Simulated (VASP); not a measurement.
La2O3, 5 atoms in the cell. It takes space group P-3m1 (No. 164, trigonal). Conventional cell: a = 3.898 Å, b = 3.898 Å, c = 6.061 Å, α = 90.00°, β = 90.00°, γ = 120.00°. Within 3.1 Å of La (site symmetry 3m) lie 7 O at 2.34 to 2.70 Å. O (site symmetry 3m) has 4 La at 2.34 to 2.42 Å and 3 O at 2.86 Å within 3.1 Å. Within 3.6 Å of O (site symmetry -3m) lie 6 La at 2.70 Å and 6 O at 3.11 Å. 

- Program: VASP 6.6.1
- Task: single point
- Functional: PBE
- Potentials or basis: VASP PAW PBE potentials, release 64 (La, O)
- Cutoff: 520 eV
- k mesh: 6 × 6 × 4
- Occupations: gaussian, width 0.01 eV
- Spin: no spin polarisation
- Dipole correction: no
- Further INCAR settings: ALGO = Normal; EDIFF = 1e-07; NBANDS = 28

Potentials or basis: VASP PAW PBE potentials, release 64 (La, O).

Run with:

```bash
$ cat potpaw_PBE.64/La/POTCAR potpaw_PBE.64/O/POTCAR > POTCAR
$ mpirun -np 1 vasp_std > vasp.out
```

Hardware: 1 thread of Intel(R) Xeon(R) 6975P-C (Granite Rapids), with other jobs on the host.

**Question.** How long does it take, and how much memory?

**Answer.** Wall time 43 s on 1 thread of Intel(R) Xeon(R) 6975P-C (Granite Rapids), on a shared host, peak memory 0.22 GiB. Counts: scf iterations 17, k points 24.
